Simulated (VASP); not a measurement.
A run of VASP 6.6.1:

The input INCAR:

```
  PREC = Accurate
  ENCUT = 520
  EDIFF = 1E-7
  ISMEAR = -1
  SIGMA = 0.05
  LREAL = F
  LASPH = T
  NELM = 80
  ALGO = Normal
  ISIF = 2
  LWAVE = F
  LCHARG = F
  GGA = PE
  NBANDS = 17
```

File KPOINTS:

```
Automatic mesh
0
Gamma
  8 8 8
```

File POSCAR:

```
WS
1.0
    3.4448484800      0.0000000000      0.0000000000
    0.0000000000      3.4448484800      0.0000000000
    0.0000000000      0.0000000000      3.4448484800
W S
1 1
Direct
    0.5026030000      0.4953520000      0.5004970000
    0.0125870000      0.0020650000      0.0000390000
```

Potentials or basis: VASP PAW PBE potentials, release 64 (W_sv, S).

The run is started by

```bash
$ cat potpaw_PBE.64/W_sv/POTCAR potpaw_PBE.64/S/POTCAR > POTCAR
$ mpirun -np 1 vasp_std > vasp.out
```

Hardware: 1 thread of Intel(R) Xeon(R) 6975P-C (Granite Rapids), on a shared host.

Q: How long does it take, and how much memory?

A: Run time: 61 s on 1 thread of Intel(R) Xeon(R) 6975P-C (Granite Rapids), on a shared host, peak memory 0.29 GiB. Counts: scf iterations 14, k points 260.
